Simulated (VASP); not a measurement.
# NaF (R3m) in VASP: further runs

The runs below take NaF through single point, with PBEsol.

Program: VASP 6.6.1. These are calculated values, not measurements. Logs are shortened: lines on timing, memory, paths and dates and some standing lists are left out, and cuts for length are marked.

### 1 The cell of the first run

It takes space group R3m (No. 160, trigonal). The conventional cell has a = 3.286 Å, b = 3.286 Å, c = 8.048 Å, α = 90.00°, β = 90.00°, γ = 120.00°. Within 3.0 Å of Na (site symmetry 3m) lie 6 F at 2.29 to 2.35 Å. F (site symmetry 3m) has 6 Na at 2.29 to 2.35 Å within 3.0 Å.

### 2 Single point, PBEsol (all Na atoms moved +0.050 Å, as atom 1 along Cartesian [1 1 1])

Input file INCAR:

```
PREC = Accurate
ENCUT = 520
EDIFF = 1E-6
ISMEAR = 0
SIGMA = 0.05
LREAL = False
LASPH = True
NELM = 100
ALGO = Normal
ISIF = 2
LWAVE = False
LCHARG = False
GGA = PS
NBANDS = 14
```

Input file KPOINTS:

```
Automatic mesh
0
Gamma
  8 8 8
```

Input file POSCAR:

```
NaF
1.0
    0.0000000000      2.3233000000      2.3233000000
    2.3233000000      0.0000000000      2.3233000000
    2.3233000000      2.3233000000      0.0000000000
Na F
1 1
Direct
    0.0062126100      0.0062126100      0.0062126100
    0.5000000000      0.5000000000      0.5000000000
```

Potentials or basis: VASP PAW PBE potentials, release 64 (Na_pv, F).

Started as:

```console
> cat potpaw_PBE.64/Na_pv/POTCAR potpaw_PBE.64/F/POTCAR > POTCAR
> mpirun -np 1 vasp_std > vasp.out
```

OUTCAR:

```text
PREC = Accurate
   ENCUT = 520
   EDIFF = 1E-6
   ISMEAR = 0
   LREAL = False
   LASPH = True
   NELM = 100
   ISIF = 2
   GGA = PS

 ion  position               nearest neighbor table
   1  0.006  0.006  0.006-   2 2.29   2 2.29   2 2.29
   2  0.500  0.500  0.500-   1 2.29   1 2.29   1 2.29

  LATTYP: Found a face centered cubic cell.
 ALAT       =     4.6466000000

  Lattice vectors:

 A1 = (   0.0000000000,   2.3233000000,   2.3233000000)
 A2 = (   2.3233000000,   0.0000000000,   2.3233000000)
 A3 = (   2.3233000000,   2.3233000000,   0.0000000000)

Analysis of symmetry for initial positions (statically):
=====================================================================
 Subroutine PRICEL returns:
 Original cell was already a primitive cell.

 Routine SETGRP: Setting up the symmetry group for a
 face centered cubic supercell.

 Subroutine GETGRP returns: Found  6 space group operations
 (whereof  6 operations were pure point group operations)
 out of a pool of 48 trial point group operations.

The static configuration has the point symmetry C_3v.

Analysis of symmetry for dynamics (positions and initial velocities):
=====================================================================
 Subroutine PRICEL returns:
 Original cell was already a primitive cell.

 Routine SETGRP: Setting up the symmetry group for a
 face centered cubic supercell.

 Subroutine GETGRP returns: Found  6 space group operations
 (whereof  6 operations were pure point group operations)
 out of a pool of 48 trial point group operations.

The dynamic configuration has the point symmetry C_3v.

 Subroutine INISYM returns: Found  6 space group operations
 (whereof  6 operations are pure point group operations),
 and found     1 'primitive' translations

----------------------------------------------------------------------------------------

                                     Primitive cell

  volume of cell :      25.0811

  direct lattice vectors                    reciprocal lattice vectors
     0.000000000  2.323300000  2.323300000    -0.215211122  0.215211122  0.215211122
     2.323300000  0.000000000  2.323300000     0.215211122 -0.215211122  0.215211122
     2.323300000  2.323300000  0.000000000     0.215211122  0.215211122 -0.215211122

  length of vectors
     3.285642369  3.285642369  3.285642369     0.372756598  0.372756598  0.372756598

  position of ions in fractional coordinates (direct lattice)
     0.006212610  0.006212610  0.006212610
     0.500000000  0.500000000  0.500000000
[... 87 lines left out ...]
   PSTRESS=    0.0 pullay stress
   NELECT =      14.0000    total number of electrons
   NUPDOWN=      -1.0000    fix difference up-down
   EMIN   =  10.00;   EMAX   =-10.00  energy-range for DOS
   EFERMI =   0.00;   METHOD = LEGACY
   ISMEAR =     0;   SIGMA  =   0.05  broadening in eV -4-tet -1-fermi 0-gaus
   EFERMI_NEDOS =   21; number of points for ismear=-14 and -15
   IALGO  =     38    algorithm
   IMIX   =      4    mixing-type and parameters
     AMIX     =   0.40;   BMIX     =  1.00
     AMIX_MAG =   1.60;   BMIX_MAG =  1.00
  volume/ion in A,a.u.               =      12.54        84.63
  Fermi-wavevector in a.u.,A,eV,Ry     =   1.347935  2.547227 24.720809  1.816928
  Thomas-Fermi vector in A             =   2.475645
   LORBIT       =      0    0 simple, 1 ext, 2 COOP (PROOUT), +10 PAW based schemes
   GGA     = PS    functional components
   LHFCALC =     F    Hartree Fock is set to
   AEXX    =    0.0000 exact exchange contribution
   IVDW    =     0    specifies the selected vdW correction
   LEPSILON=     F    determine dielectric tensor
   LRPA    =     F    only Hartree local field effects (RPA)
 non-spin polarized calculation
 Gauss-broadening in eV      SIGMA  =   0.05
  energy-cutoff  :      520.00
  volume of cell :       25.08
 maximum number of plane-waves:       692
   NGX = 13   NGY = 13   NGZ = 13

 number of electron      13.9999983 magnetization

 Free energy of the ion-electron system (eV)
  ---------------------------------------------------
  ext. energy  EPLUGINS =         0.00000000
  ---------------------------------------------------
  free energy    TOTEN  =        -8.76596219 eV

  energy without entropy =       -8.76596219  energy(sigma->0) =       -8.76596219

 E-fermi :  -1.9855     XC(G=0):  -9.2926

 val. band max:       -2.2110059829   @ k =   0.0000   0.0000   0.0000
 cond. band min:       3.9073808189   @ k =   0.0000   0.0000   0.0000
 fundamental gap:      6.1183868018
 Fermi energy:        -1.9855439564

 k-point     1 :       0.0000    0.0000    0.0000
  band No.  band energies     occupation
      1     -21.2619      2.00000
      2     -21.0029      2.00000
      3     -21.0029      2.00000
      4     -20.9950      2.00000
      5      -2.2119      2.00000
      6      -2.2119      2.00000
      7      -2.2110      2.00000
      8       3.9074      0.00000
      9      16.5774      0.00000
     10      16.5774      0.00000
     11      16.5873      0.00000
     12      19.2380      0.00000
     13      21.6209      0.00000
     14      21.6209      0.00000
[... 377 lines left out ...]
      1     -21.7183      2.00000
      2     -21.0319      2.00000
      3     -21.0081      2.00000
      4     -20.4329      2.00000
      5      -3.3102      2.00000
      6      -2.4986      2.00000
      7      -2.3826      2.00000
      8       6.6273      0.00000
      9      12.0451      0.00000
     10      16.1987      0.00000
     11      18.1719      0.00000
     12      19.2279      0.00000
     13      20.4993      0.00000
     14      23.1763      0.00000

 [... further k-points ...]

------------------------ aborting loop because EDIFF is reached ----------------------------------------

  FORCE on cell =-STRESS in cart. coord.  units (eV):
  Direction    XX          YY          ZZ          XY          YZ          ZX
  --------------------------------------------------------------------------------------
  -------------------------------------------------------------------------------------
  Total       -0.0876776     -0.0876776     -0.0876776     -0.0029469     -0.0029469     -0.0029469
  in kB       -5.6008400     -5.6008400     -5.6008400     -0.1882482     -0.1882482     -0.1882482
  external PRESSURE =      -5.6008400 kB  Pullay stress =       0.0000000 kB

 VOLUME and BASIS-vectors are now :
 -----------------------------------------------------------------------------
  energy-cutoff  :      520.00
  volume of cell :       25.08
      direct lattice vectors                 reciprocal lattice vectors
     0.000000000  2.323300000  2.323300000    -0.215211122  0.215211122  0.215211122
     2.323300000  0.000000000  2.323300000     0.215211122 -0.215211122  0.215211122
     2.323300000  2.323300000  0.000000000     0.215211122  0.215211122 -0.215211122

 POSITION                                       TOTAL-FORCE (eV/Angst)
 -----------------------------------------------------------------------------------
      0.02887      0.02887      0.02887        -0.062518     -0.062518     -0.062518
      2.32330      2.32330      2.32330         0.062518      0.062518      0.062518
 -----------------------------------------------------------------------------------
    total drift:                               -0.000035     -0.000035     -0.000036

  FREE ENERGIE OF THE ION-ELECTRON SYSTEM (eV)
  ---------------------------------------------------
  free  energy   TOTEN  =        -8.7659621900 eV

  energy  without entropy=       -8.7659621900  energy(sigma->0) =       -8.76596219
```

Run time: 17 s. Hardware: 1 thread of AMD EPYC 7R13 (Zen 3), shared host; peak memory 0.11 GiB.

Results:

```
Free energy            : -8.7660 eV
Pressure               : -0.6 GPa
Largest force          : 0.108 eV/Å
Band gap on the k mesh : 6.12 eV, direct
```

Forces on the atoms (eV/Å):
```
Na  -0.063 -0.063 -0.063
F    0.063  0.063  0.063
```

Levels at points of the mesh, in eV from the valence-band top:
| k point | band 5 | band 6 | band 7 | band 8 | band 9 | band 10 |
| --- | --- | --- | --- | --- | --- | --- |
| (0.00, 0.00, 0.00) | 0.00 | 0.00 | 0.00 | 6.12 | 18.79 | 18.79 |
| (0.50, 0.00, 0.00) | -1.60 | -0.25 | -0.25 | 10.56 | 12.26 | 19.88 |
| (0.50, 0.50, 0.50) | -1.60 | -0.25 | -0.25 | 10.56 | 12.27 | 19.89 |
| (0.50, 0.50, 0.00) | -1.29 | -0.41 | -0.41 | 12.90 | 13.07 | 13.45 |

Caveat: the cell differs from its parent crystal (all Na atoms moved +0.050 Å, as atom 1 along Cartesian [1 1 1]); the PAW data sets were made with another functional, which shifts forces and pressure a little.

### 3 Single point, PBEsol (all Na atoms moved +0.025 Å, as atom 1 along Cartesian [1 1 1])

Input file INCAR:

```
  ALGO = Normal
  EDIFF = 1E-6
  ENCUT = 520
  GGA = PS
  ISIF = 2
  ISMEAR = 0
  LASPH = T
  LCHARG = F
  LREAL = F
  LWAVE = F
  NBANDS = 14
  NELM = 100
  PREC = Accurate
  SIGMA = 0.05
```

Input file KPOINTS:

```
k-points
0
Gamma
  8 8 8
```

Changes to POSCAR since step 2:

```diff
@@ -8,3 +8,3 @@
 Direct
-    0.0062126100      0.0062126100      0.0062126100
+    0.0031063050      0.0031063050      0.0031063050
     0.5000000000      0.5000000000      0.5000000000
```

Potentials or basis: VASP PAW PBE potentials, release 64 (Na_pv, F).

Started as:

```console
> cat potpaw_PBE.64/Na_pv/POTCAR potpaw_PBE.64/F/POTCAR > POTCAR
> mpirun -np 1 vasp_std > vasp.out
```

OUTCAR:

```text
EDIFF = 1E-6
   ENCUT = 520
   GGA = PS
   ISIF = 2
   ISMEAR = 0
   LASPH = T
   LREAL = F
   NELM = 100
   PREC = Accurate

 ion  position               nearest neighbor table
   1  0.003  0.003  0.003-   2 2.31   2 2.31   2 2.31   2 2.34   2 2.34   2 2.34
   2  0.500  0.500  0.500-   1 2.31   1 2.31   1 2.31   1 2.34   1 2.34   1 2.34

  LATTYP: Found a face centered cubic cell.
 ALAT       =     4.6466000000

  Lattice vectors:

 A1 = (   0.0000000000,   2.3233000000,   2.3233000000)
 A2 = (   2.3233000000,   0.0000000000,   2.3233000000)
 A3 = (   2.3233000000,   2.3233000000,   0.0000000000)

Analysis of symmetry for initial positions (statically):
=====================================================================
 Subroutine PRICEL returns:
 Original cell was already a primitive cell.

 Routine SETGRP: Setting up the symmetry group for a
 face centered cubic supercell.

 Subroutine GETGRP returns: Found  6 space group operations
 (whereof  6 operations were pure point group operations)
 out of a pool of 48 trial point group operations.

The static configuration has the point symmetry C_3v.

Analysis of symmetry for dynamics (positions and initial velocities):
=====================================================================
 Subroutine PRICEL returns:
 Original cell was already a primitive cell.

 Routine SETGRP: Setting up the symmetry group for a
 face centered cubic supercell.

 Subroutine GETGRP returns: Found  6 space group operations
 (whereof  6 operations were pure point group operations)
 out of a pool of 48 trial point group operations.

The dynamic configuration has the point symmetry C_3v.

 Subroutine INISYM returns: Found  6 space group operations
 (whereof  6 operations are pure point group operations),
 and found     1 'primitive' translations

----------------------------------------------------------------------------------------

                                     Primitive cell

  volume of cell :      25.0811

  direct lattice vectors                    reciprocal lattice vectors
     0.000000000  2.323300000  2.323300000    -0.215211122  0.215211122  0.215211122
     2.323300000  0.000000000  2.323300000     0.215211122 -0.215211122  0.215211122
     2.323300000  2.323300000  0.000000000     0.215211122  0.215211122 -0.215211122

  length of vectors
     3.285642369  3.285642369  3.285642369     0.372756598  0.372756598  0.372756598

  position of ions in fractional coordinates (direct lattice)
     0.003106305  0.003106305  0.003106305
     0.500000000  0.500000000  0.500000000

  ion indices of the primitive-cell ions
   primitive index   ion index
                 1           1
                 2           2

----------------------------------------------------------------------------------------

 KPOINTS: k-points

Automatic generation of k-mesh.
 Grid dimensions read from file:
 generate k-points for:    8    8    8

 Generating k-lattice:

  Cartesian coordinates                     Fractional coordinates (reciprocal lattice)
    -0.026901390  0.026901390  0.026901390     0.125000000  0.000000000  0.000000000
     0.026901390 -0.026901390  0.026901390     0.000000000  0.125000000  0.000000000
     0.026901390  0.026901390 -0.026901390     0.000000000  0.000000000  0.125000000

  Length of vectors
[... 38 lines left out ...]
   number of dos      NEDOS =    301   number of ions     NIONS =      2
   total plane-waves  NPLWV =  13824
   dimension x,y,z NGX =    24 NGY =   24 NGZ =   24
   dimension x,y,z NGXF=    48 NGYF=   48 NGZF=   48
   ions per type =               1   1
   NGX,Y,Z   is equivalent  to a cutoff of  12.14, 12.14, 12.14 a.u.
   NGXF,Y,Z  is equivalent  to a cutoff of  24.29, 24.29, 24.29 a.u.
 SYSTEM =  unknown system
   PREC   = accura    normal or accurate (medium, high low for compatibility)
   ISTART =      0    job   : 0-new  1-cont  2-samecut
   ICHARG =      2    charge: 1-file 2-atom 10-const
   ISPIN  =      1    spin polarized calculation?
   LNONCOLLINEAR =      F non collinear calculations
   LSORBIT =      F    spin-orbit coupling
   LASPH  =      T    aspherical Exc in radial PAW
   ENCUT  =  520.0 eV  38.22 Ry    6.18 a.u.   6.11  6.11  6.11*2*pi/ulx,y,z
   NELM   =    100;   NELMIN=  2; NELMDL= -5     # of ELM steps
   EDIFF  = 0.1E-05   stopping-criterion for ELM
   LREAL  =      F    real-space projection
   EDIFFG = 0.1E-04   stopping-criterion for IOM
   NSW    =      0    number of steps for IOM
   IBRION =     -1    ionic relax: 0-MD 1-quasi-New 2-CG
   NFREE  =      0    steps in history (QN), initial steepest desc. (CG)
   ISIF   =      2    stress and relaxation
   ISYM   =      2    0-nonsym 1-usesym 2-fastsym
   POTIM  = 0.5000    time-step for ionic-motion
   TEBEG  =    0.0;   TEEND  =   0.0 temperature during run
   PSTRESS=    0.0 pullay stress
   NELECT =      14.0000    total number of electrons
   NUPDOWN=      -1.0000    fix difference up-down
   EMIN   =  10.00;   EMAX   =-10.00  energy-range for DOS
   EFERMI =   0.00;   METHOD = LEGACY
   ISMEAR =     0;   SIGMA  =   0.05  broadening in eV -4-tet -1-fermi 0-gaus
   EFERMI_NEDOS =   21; number of points for ismear=-14 and -15
   IALGO  =     38    algorithm
   IMIX   =      4    mixing-type and parameters
     AMIX     =   0.40;   BMIX     =  1.00
     AMIX_MAG =   1.60;   BMIX_MAG =  1.00
  volume/ion in A,a.u.               =      12.54        84.63
  Fermi-wavevector in a.u.,A,eV,Ry     =   1.347935  2.547227 24.720809  1.816928
  Thomas-Fermi vector in A             =   2.475645
   LORBIT       =      0    0 simple, 1 ext, 2 COOP (PROOUT), +10 PAW based schemes
   GGA     = PS    functional components
   LHFCALC =     F    Hartree Fock is set to
   AEXX    =    0.0000 exact exchange contribution
   IVDW    =     0    specifies the selected vdW correction
   LEPSILON=     F    determine dielectric tensor
   LRPA    =     F    only Hartree local field effects (RPA)
 non-spin polarized calculation
 Gauss-broadening in eV      SIGMA  =   0.05
  energy-cutoff  :      520.00
  volume of cell :       25.08
 maximum number of plane-waves:       692
   NGX = 13   NGY = 13   NGZ = 13

 number of electron      13.9999983 magnetization

 Free energy of the ion-electron system (eV)
  ---------------------------------------------------
  ext. energy  EPLUGINS =         0.00000000
  ---------------------------------------------------
  free energy    TOTEN  =        -8.76799364 eV

  energy without entropy =       -8.76799364  energy(sigma->0) =       -8.76799364

 E-fermi :  -1.9902     XC(G=0):  -9.2932

 val. band max:       -2.2107266434   @ k =   0.0000   0.0000   0.0000
 cond. band min:       3.9078167241   @ k =   0.0000   0.0000   0.0000
 fundamental gap:      6.1185433675
 Fermi energy:        -1.9901900001

 k-point     1 :       0.0000    0.0000    0.0000
  band No.  band energies     occupation
      1     -21.2555      2.00000
      2     -21.0042      2.00000
      3     -21.0042      2.00000
      4     -21.0022      2.00000
      5      -2.2110      2.00000
      6      -2.2110      2.00000
      7      -2.2107      2.00000
      8       3.9078      0.00000
      9      16.5758      0.00000
     10      16.5758      0.00000
     11      16.5783      0.00000
     12      19.2403      0.00000
     13      21.6198      0.00000
     14      21.6198      0.00000
[... 377 lines left out ...]
      1     -21.7171      2.00000
      2     -21.0329      2.00000
      3     -21.0094      2.00000
      4     -20.4350      2.00000
      5      -3.3099      2.00000
      6      -2.4988      2.00000
      7      -2.3820      2.00000
      8       6.6280      0.00000
      9      12.0453      0.00000
     10      16.1961      0.00000
     11      18.1809      0.00000
     12      19.2177      0.00000
     13      20.4942      0.00000
     14      23.1756      0.00000

 [... further k-points ...]

------------------------ aborting loop because EDIFF is reached ----------------------------------------

  FORCE on cell =-STRESS in cart. coord.  units (eV):
  Direction    XX          YY          ZZ          XY          YZ          ZX
  --------------------------------------------------------------------------------------
  -------------------------------------------------------------------------------------
  Total       -0.0959513     -0.0959513     -0.0959513     -0.0008676     -0.0008676     -0.0008676
  in kB       -6.1293690     -6.1293690     -6.1293690     -0.0554249     -0.0554249     -0.0554249
  external PRESSURE =      -6.1293690 kB  Pullay stress =       0.0000000 kB

 VOLUME and BASIS-vectors are now :
 -----------------------------------------------------------------------------
  energy-cutoff  :      520.00
  volume of cell :       25.08
      direct lattice vectors                 reciprocal lattice vectors
     0.000000000  2.323300000  2.323300000    -0.215211122  0.215211122  0.215211122
     2.323300000  0.000000000  2.323300000     0.215211122 -0.215211122  0.215211122
     2.323300000  2.323300000  0.000000000     0.215211122  0.215211122 -0.215211122

 POSITION                                       TOTAL-FORCE (eV/Angst)
 -----------------------------------------------------------------------------------
      0.01443      0.01443      0.01443        -0.031315     -0.031315     -0.031315
      2.32330      2.32330      2.32330         0.031315      0.031315      0.031315
 -----------------------------------------------------------------------------------
    total drift:                               -0.000126     -0.000126     -0.000127

  FREE ENERGIE OF THE ION-ELECTRON SYSTEM (eV)
  ---------------------------------------------------
  free  energy   TOTEN  =        -8.7679936419 eV

  energy  without entropy=       -8.7679936419  energy(sigma->0) =       -8.76799364
```

It took 14 s on 1 thread of AMD EPYC 7R13 (Zen 3), shared host; peak memory 0.11 GiB.

What came out:

```yaml
Free_energy: -8.7680 eV
Pressure: -0.6 GPa
Largest_force: 0.054 eV/Å
Band_gap_on_the_k_mesh: 6.12 eV, direct
```

Forces in eV/Å, atoms in the order of the input:
```
Na  -0.031 -0.031 -0.031
F    0.031  0.031  0.031
```

Levels at points of the mesh, in eV from the valence-band top:
```
           k point  band 3  band 4  band 5  band 6  band 7  band 8  band 9  band 10  band 11  band 12
(0.00, 0.00, 0.00)  -18.79  -18.79    0.00    0.00    0.00    6.12   18.79    18.79    18.79    21.45
(0.50, 0.00, 0.00)  -18.81  -18.04   -1.60   -0.25   -0.25   10.56   12.27    19.89    19.89    22.71
(0.50, 0.50, 0.50)  -18.81  -18.04   -1.60   -0.25   -0.25   10.56   12.27    19.89    19.89    22.71
(0.50, 0.50, 0.00)  -18.85  -18.78   -1.29   -0.41   -0.41   12.91   13.07    13.45    19.54    19.54
```

Caveat: the cell differs from its parent crystal (all Na atoms moved +0.025 Å, as atom 1 along Cartesian [1 1 1]); the PAW data sets were made with another functional, which shifts forces and pressure a little.
